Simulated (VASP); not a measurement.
# Ge in VASP: a series of runs, part 3 of 3

VASP 6.6.1.

**6. Single point, PBEsol (21.28 Å³/atom)**

This run uses another cell than the first one, of 21.28 Å³/atom.

INCAR reads:

```
SYSTEM = Ge
PREC = Accurate
ENCUT = 520
EDIFF = 1E-7
ISMEAR = -1
SIGMA = 0.05
LREAL = .False.
LASPH = .True.
NELM = 60
ALGO = Normal
ISIF = 2
LWAVE = .False.
LCHARG = .True.
GGA = PS
LELF = .True.
LVHAR = .True.
NBANDS = 21
```

KPOINTS reads:

```
regular mesh
0
Gamma
  11 11 11
  0 0 0
```

POSCAR reads:

```
Ge
1.0
    0.0000000000      2.7710237968      2.7710237968
    2.7710237968      0.0000000000      2.7710237968
    2.7710237968      2.7710237968      0.0000000000
Ge
2
Direct
    0.5000000000      0.5000000000      0.5000000000
    0.7500000000      0.7500000000      0.7500000000
```

Potentials or basis: VASP PAW PBE potentials, release 64 (Ge_d).

Command:

```
$ cat potpaw_PBE.64/Ge_d/POTCAR > POTCAR
$ mpirun -np 1 vasp_std > vasp.out
```

OUTCAR:

```text
SYSTEM = Ge
   PREC = Accurate
   ENCUT = 520
   EDIFF = 1E-7
   ISMEAR = -1
   LREAL = .False.
   LASPH = .True.
   NELM = 60
   ISIF = 2
   GGA = PS

 ion  position               nearest neighbor table
   1  0.500  0.500  0.500-   2 2.40   2 2.40   2 2.40   2 2.40
   2  0.750  0.750  0.750-   1 2.40   1 2.40   1 2.40   1 2.40

  LATTYP: Found a face centered cubic cell.
 ALAT       =     5.5420475936

  Lattice vectors:

 A1 = (   0.0000000000,   2.7710237968,   2.7710237968)
 A2 = (   2.7710237968,   0.0000000000,   2.7710237968)
 A3 = (   2.7710237968,   2.7710237968,   0.0000000000)

Analysis of symmetry for initial positions (statically):
=====================================================================
 Subroutine PRICEL returns:
 Original cell was already a primitive cell.

 Routine SETGRP: Setting up the symmetry group for a
 face centered cubic supercell.

 Subroutine GETGRP returns: Found 48 space group operations
 (whereof 24 operations were pure point group operations)
 out of a pool of 48 trial point group operations.

The static configuration has the point symmetry T_d .
 The point group associated with its full space group is O_h .

Analysis of symmetry for dynamics (positions and initial velocities):
=====================================================================
 Subroutine PRICEL returns:
 Original cell was already a primitive cell.

 Routine SETGRP: Setting up the symmetry group for a
 face centered cubic supercell.

 Subroutine GETGRP returns: Found 48 space group operations
 (whereof 24 operations were pure point group operations)
 out of a pool of 48 trial point group operations.

The dynamic configuration has the point symmetry T_d .
 The point group associated with its full space group is O_h .

 Subroutine INISYM returns: Found 48 space group operations
 (whereof 24 operations are pure point group operations),
 and found     1 'primitive' translations

----------------------------------------------------------------------------------------

                                     Primitive cell

  volume of cell :      42.5550

  direct lattice vectors                    reciprocal lattice vectors
     0.000000000  2.771023797  2.771023797    -0.180438725  0.180438725  0.180438725
     2.771023797  0.000000000  2.771023797     0.180438725 -0.180438725  0.180438725
     2.771023797  2.771023797  0.000000000     0.180438725  0.180438725 -0.180438725

  length of vectors
     3.918819435  3.918819435  3.918819435     0.312529039  0.312529039  0.312529039

  position of ions in fractional coordinates (direct lattice)
     0.500000000  0.500000000  0.500000000
     0.750000000  0.750000000  0.750000000

  ion indices of the primitive-cell ions
   primitive index   ion index
                 1           1
                 2           2

----------------------------------------------------------------------------------------

 KPOINTS: regular mesh

Automatic generation of k-mesh.
 Grid dimensions read from file:
 generate k-points for:   11   11   11

 Generating k-lattice:

  Cartesian coordinates                     Fractional coordinates (reciprocal lattice)
    -0.016403520  0.016403520  0.016403520     0.090909091  0.000000000  0.000000000
     0.016403520 -0.016403520  0.016403520     0.000000000  0.090909091  0.000000000
     0.016403520  0.016403520 -0.016403520     0.000000000  0.000000000  0.090909091

  Length of vectors
     0.028411731  0.028411731  0.028411731

  Shift w.r.t. Gamma in fractional coordinates (k-lattice)
     0.000000000  0.000000000  0.000000000

 Subroutine IBZKPT returns following result:
 ===========================================

 Found     56 irreducible k-points:

 Following reciprocal coordinates:
            Coordinates               Weight
  0.000000  0.000000  0.000000      1.000000
  0.090909  0.000000  0.000000      8.000000
  0.181818  0.000000  0.000000      8.000000
  0.272727  0.000000  0.000000      8.000000
  0.363636  0.000000  0.000000      8.000000
  0.454545  0.000000  0.000000      8.000000
[... 16 lines left out ...]
 -0.272727  0.181818  0.000000     24.000000
 -0.181818  0.181818  0.000000     12.000000
 [... further k-points ...]
   k-points           NKPTS =     56   k-points in BZ     NKDIM =     56   number of bands    NBANDS=     21
   number of dos      NEDOS =    301   number of ions     NIONS =      2
   total plane-waves  NPLWV =  27000
   dimension x,y,z NGX =    30 NGY =   30 NGZ =   30
   dimension x,y,z NGXF=    60 NGYF=   60 NGZF=   60
   ions per type =               2
   NGX,Y,Z   is equivalent  to a cutoff of  12.73, 12.73, 12.73 a.u.
   NGXF,Y,Z  is equivalent  to a cutoff of  25.45, 25.45, 25.45 a.u.
 SYSTEM =  Ge
   PREC   = accura    normal or accurate (medium, high low for compatibility)
   ISTART =      0    job   : 0-new  1-cont  2-samecut
   ICHARG =      2    charge: 1-file 2-atom 10-const
   ISPIN  =      1    spin polarized calculation?
   LNONCOLLINEAR =      F non collinear calculations
   LSORBIT =      F    spin-orbit coupling
   LASPH  =      T    aspherical Exc in radial PAW
   ENCUT  =  520.0 eV  38.22 Ry    6.18 a.u.   7.29  7.29  7.29*2*pi/ulx,y,z
   NELM   =     60;   NELMIN=  2; NELMDL= -5     # of ELM steps
   EDIFF  = 0.1E-06   stopping-criterion for ELM
   LREAL  =      F    real-space projection
   EDIFFG = 0.1E-05   stopping-criterion for IOM
   NSW    =      0    number of steps for IOM
   IBRION =     -1    ionic relax: 0-MD 1-quasi-New 2-CG
   NFREE  =      0    steps in history (QN), initial steepest desc. (CG)
   ISIF   =      2    stress and relaxation
   ISYM   =      2    0-nonsym 1-usesym 2-fastsym
   POTIM  = 0.5000    time-step for ionic-motion
   TEBEG  =    0.0;   TEEND  =   0.0 temperature during run
   PSTRESS=    0.0 pullay stress
   NELECT =      28.0000    total number of electrons
   NUPDOWN=      -1.0000    fix difference up-down
   EMIN   =  10.00;   EMAX   =-10.00  energy-range for DOS
   EFERMI =   0.00;   METHOD = LEGACY
   ISMEAR =    -1;   SIGMA  =   0.05  broadening in eV -4-tet -1-fermi 0-gaus
   EFERMI_NEDOS =   21; number of points for ismear=-14 and -15
   IALGO  =     38    algorithm
   IMIX   =      4    mixing-type and parameters
     AMIX     =   0.40;   BMIX     =  1.00
     AMIX_MAG =   1.60;   BMIX_MAG =  1.00
  volume/ion in A,a.u.               =      21.28       143.59
  Fermi-wavevector in a.u.,A,eV,Ry     =   1.423893  2.690767 27.585409  2.027470
  Thomas-Fermi vector in A             =   2.544442
   LORBIT       =      0    0 simple, 1 ext, 2 COOP (PROOUT), +10 PAW based schemes
   GGA     = PS    functional components
   LHFCALC =     F    Hartree Fock is set to
   AEXX    =    0.0000 exact exchange contribution
   IVDW    =     0    specifies the selected vdW correction
   LEPSILON=     F    determine dielectric tensor
   LRPA    =     F    only Hartree local field effects (RPA)
 non-spin polarized calculation
  energy-cutoff  :      520.00
  volume of cell :       42.56
 maximum number of plane-waves:      1167
 NGX is ok and might be reduce to    30
   NGX = 15   NGY = 15   NGZ = 15

 number of electron      27.9999991 magnetization

 Free energy of the ion-electron system (eV)
  ---------------------------------------------------
  ext. energy  EPLUGINS =         0.00000000
  ---------------------------------------------------
  free energy    TOTEN  =        -9.82152277 eV

  energy without entropy =       -9.82137751  energy(sigma->0) =       -9.82145014

 E-fermi :   5.6258     XC(G=0): -10.4263

 val. band max:        5.4858084045   @ k =   0.0000   0.0000   0.0000
 cond. band min:       5.8230646144   @ k =   0.4545   0.0000   0.0000
 fundamental gap:      0.3372562099
 Fermi energy:         5.6257528818

 k-point     1 :       0.0000    0.0000    0.0000
  band No.  band energies     occupation
      1     -19.3758      2.00000
      2     -19.3758      2.00000
      3     -19.3758      2.00000
      4     -19.3341      2.00000
      5     -19.3341      2.00000
      6     -19.0857      2.00000
[... 13 lines left out ...]
     20      15.1378      0.00000
     21      15.1378      0.00000
[... 529 lines left out ...]
 k-point    24 :      -0.1818    0.1818    0.0000
  band No.  band energies     occupation
      1     -19.4088      2.00000
      2     -19.4047      2.00000
      3     -19.3515      2.00000
      4     -19.2994      2.00000
      5     -19.2745      2.00000
      6     -19.1422      2.00000
[... 13 lines left out ...]
     20      15.2772      0.00000
     21      15.6122      0.00000

 [... further k-points ...]

------------------------ aborting loop because EDIFF is reached ----------------------------------------

  FORCE on cell =-STRESS in cart. coord.  units (eV):
  Direction    XX          YY          ZZ          XY          YZ          ZX
  --------------------------------------------------------------------------------------
  -------------------------------------------------------------------------------------
  Total        1.4857854      1.4857854      1.4857854      0.0000000      0.0000000     -0.0000000
  in kB       55.9391551     55.9391551     55.9391551      0.0000000      0.0000000     -0.0000000
  external PRESSURE =      55.9391551 kB  Pullay stress =       0.0000000 kB

 VOLUME and BASIS-vectors are now :
 -----------------------------------------------------------------------------
  energy-cutoff  :      520.00
  volume of cell :       42.56
      direct lattice vectors                 reciprocal lattice vectors
     0.000000000  2.771023797  2.771023797    -0.180438725  0.180438725  0.180438725
     2.771023797  0.000000000  2.771023797     0.180438725 -0.180438725  0.180438725
     2.771023797  2.771023797  0.000000000     0.180438725  0.180438725 -0.180438725

 POSITION                                       TOTAL-FORCE (eV/Angst)
 -----------------------------------------------------------------------------------
      2.77102      2.77102      2.77102         0.000000      0.000000     -0.000000
      4.15654      4.15654      4.15654        -0.000000     -0.000000      0.000000
 -----------------------------------------------------------------------------------
    total drift:                                0.000000     -0.000000     -0.000000

  FREE ENERGIE OF THE ION-ELECTRON SYSTEM (eV)
  ---------------------------------------------------
  free  energy   TOTEN  =        -9.8215227737 eV

  energy  without entropy=       -9.8213775142  energy(sigma->0) =       -9.82145014
```

OSZICAR:

```text
N       E                     dE             d eps       ncg     rms          rms(c)
DAV:   1     0.189856521547E+03    0.18986E+03   -0.14449E+04  2681   0.369E+03
DAV:   2     0.172278605055E+02   -0.17263E+03   -0.16723E+03  2362   0.620E+02
DAV:   3    -0.915578771480E+01   -0.26384E+02   -0.26222E+02  2707   0.143E+02
DAV:   4    -0.999017840025E+01   -0.83439E+00   -0.83402E+00  2642   0.297E+01
DAV:   5    -0.100032209697E+02   -0.13043E-01   -0.13042E-01  2662   0.406E+00    0.355E+00
DAV:   6    -0.987886987710E+01    0.12435E+00   -0.40381E-02  2983   0.223E+00    0.202E+00
DAV:   7    -0.982027858713E+01    0.58591E-01   -0.70130E-02  2517   0.246E+00    0.162E-01
DAV:   8    -0.982140933950E+01   -0.11308E-02   -0.74043E-03  2702   0.113E+00    0.531E-02
DAV:   9    -0.982151541793E+01   -0.10608E-03   -0.20589E-04  2676   0.186E-01    0.935E-03
DAV:  10    -0.982152195604E+01   -0.65381E-05   -0.13003E-05  3094   0.337E-02    0.554E-03
DAV:  11    -0.982152313049E+01   -0.11745E-05   -0.29509E-06  3125   0.236E-02    0.126E-03
DAV:  12    -0.982152281735E+01    0.31315E-06   -0.34020E-07  2433   0.120E-02    0.452E-04
DAV:  13    -0.982152277371E+01    0.43636E-07   -0.43790E-08  1567   0.177E-03
   1 F= -.98215228E+01 E0= -.98214501E+01  d E =-.145259E-03
```

Run time: 83 s. Hardware: 1 thread of Intel Xeon 8259CL, shared host; peak memory 0.19 GiB.

What came out:

```yaml
Free_energy: -9.8215 eV
Pressure: 5.6 GPa
Band_gap_on_the_k_mesh: 0.34 eV (least direct gap 0.57 eV)
```

Levels at points of the mesh, in eV from the valence-band top:
```tsv
k point	band 10	band 11	band 12	band 13	band 14	band 15	band 16	band 17	band 18	band 19
(0.00, 0.00, 0.00)	-24.55	-13.29	0.00	0.00	0.00	0.57	2.56	2.56	2.56	6.37
```

Caveat: the cell stands under pressure; the PAW data sets were made with another functional, which shifts forces and pressure a little; an odd mesh through Γ misses points on the zone boundary, where band edges can lie.

**7. Overview**

| cell | gap on the mesh (eV) | pressure (GPa) | largest force (eV/Å) |
| --- | --- | --- | --- |
| a = 3.961 Å, angles 61.3°, 2 atoms | none | 0.8 | 0.34 |
| a = 3.981 Å, angles 60.7°, 2 atoms | 0.02 | 0.3 | 0.16 |
| a = 4.021 Å, angles 59.3°, 2 atoms | none | 0.6 | 0.14 |
| a = 4.041 Å, angles 58.7°, 2 atoms | none | 0.5 | 0.27 |
| a = 3.919 Å, angles 60.0°, 2 atoms | 0.34 | 5.6 | - |

Alike in all rows: task single point; level PBEsol; potentials or basis VASP PAW PBE potentials, release 64 (Ge_d); no spin polarisation; k mesh 11 × 11 × 11; cutoff (eV) 520; smearing fermi-dirac 0.05 eV.

Caveats: the PAW data sets were made with another functional, which shifts forces and pressure a little; semilocal functionals underestimate gaps, so a narrow gap can read as zero (at least some runs); an odd mesh through Γ misses points on the zone boundary, where band edges can lie (at least some runs); the cell stands under pressure (at least some runs).

Total energies depend on the potentials used, so only differences within one code and one set of settings carry meaning.
